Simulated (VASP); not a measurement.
Here is a VASP 6.6.1 calculation.

INCAR

```
SYSTEM = Ba
  PREC = Accurate
  ENCUT = 520
  EDIFF = 1E-6
  ISMEAR = -1
  SIGMA = 0.13605693000000002
  LREAL = .False.
  LASPH = .True.
  NELM = 60
  ALGO = Normal
  ISIF = 2
  LWAVE = .False.
  LCHARG = .False.
  NBANDS = 11
```

KPOINTS

```
regular mesh
0
Gamma
  9 9 9
  0 0 0
```

The input POSCAR:

```
Ba
1.0
    3.7004869094      0.0000000000      0.0000000000
    0.0000000000      3.7004869094      0.0000000000
    0.0000000000      0.0000000000      3.7004869094
Ba
1
Direct
    0.0000000000      0.0000000000      0.0000000000
```

Potentials or basis: VASP PAW LDA potentials, release 64 (Ba_sv).

The run is started by

```console
$ cat potpaw_LDA.64/Ba_sv/POTCAR > POTCAR
$ mpirun -np 1 vasp_std > vasp.out
```

Question: Predict the band gap on the k mesh.

Answer: Zero (band 5 reaches 2.01 eV, above the bottom of band 6 at 1.95 eV).

Question: Predict the pressure.

Answer: 0.3 GPa.

Caveat: spin-orbit coupling is left out, which moves the levels of the heavy elements.
